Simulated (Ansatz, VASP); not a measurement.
**One calculation of SiO2, two programs**

File INCAR:

```
PREC     = Accurate       # precision mode
ENCUT    = 600            # plane-wave cutoff, eV
EDIFF    = 1E-6           # SCF threshold, eV
ISMEAR   = 0              # smearing method
SIGMA    = 0.1            # smearing width, eV
LREAL    = F              # projectors in reciprocal space
LASPH    = T              # aspherical terms in the spheres
NELM     = 120            # most SCF steps
ALGO     = Normal         # electronic algorithm
ISIF     = 2              # what is computed and relaxed
LWAVE    = F              # write WAVECAR
LCHARG   = F              # write CHGCAR
GGA      = PE             # functional
IVDW     = 12             # dispersion correction
NBANDS   = 25             # bands
GGA_COMPAT= F
```

File KPOINTS:

```
regular mesh
0
Gamma
  4 4 6
```

File POSCAR:

```
SiO2
1.0
    4.1900000000      0.0000000000      0.0000000000
    0.0000000000      4.1900000000      0.0000000000
    0.0000000000      0.0000000000      2.6700000000
Si O
2 4
Direct
    0.0000000000      0.0000000000      0.0000000000
    0.5000000000      0.5000000000      0.5000000000
    0.3060000000      0.3060000000      0.0000000000
    0.6940000000      0.6940000000      0.0000000000
    0.1940000000      0.8060000000      0.5000000000
    0.8060000000      0.1940000000      0.5000000000
```

Input for Ansatz:

```yaml
crystal:
  lattice:
    - [4.19, 0.0, 0.0]
    - [0.0, 4.19, 0.0]
    - [0.0, 0.0, 2.67]
  atoms:
    - { symbol: Si, position: [0.0, 0.0, 0.0] }
    - { symbol: Si, position: [0.5, 0.5, 0.5] }
    - { symbol: O, position: [0.306, 0.306, 0.0] }
    - { symbol: O, position: [0.694, 0.694, 0.0] }
    - { symbol: O, position: [0.194, 0.806, 0.5] }
    - { symbol: O, position: [0.806, 0.194, 0.5] }
basis:
  ecutwfc: 420
kpoints:
  mp_grid: { grid: [4, 4, 6] }
hamiltonian:
  xc: pbe
  dispersion: d3bj
  pseudopotentials: { kind: paw, azcp: { folder: soft_1 } }
scf:
  occupations: { method: gaussian, width: 0.1 }
output:
  forces: true
  stress: true
  eigenvalues: true
```

Alike in both runs: task single point; functional PBE; dispersion D3(BJ); k mesh 4 × 4 × 6; occupations gaussian, width 0.1 eV; no spin polarisation.

```csv
,VASP,Ansatz
version,VASP 6.6.1,Ansatz 0.2.0
potentials or method,"VASP PAW PBE potentials, release 64 (Si, O), cutoff 600 eV","scalar-relativistic, plane waves, PAW"
valence electrons in the cell,32,32
```

|  | VASP | Ansatz | Ansatz less VASP |
| --- | --- | --- | --- |
| gap on the k mesh at the Fermi level (eV) | 5.49 | 5.51 | +0.018 |
| least direct gap on the mesh (eV) | 5.49 | 5.51 | +0.018 |
| pressure (GPa) | 3.4 | 3.5 | +0.14 |
| traceless stress, the component that is largest in VASP (GPa) | 1.40 | 0.95 | -0.450 |
| rms of the force components (eV/Å) | 0.028 | 0.019 | -0.0088 |

Atom by atom the forces differ by 0.009 eV/Å (rms over components).
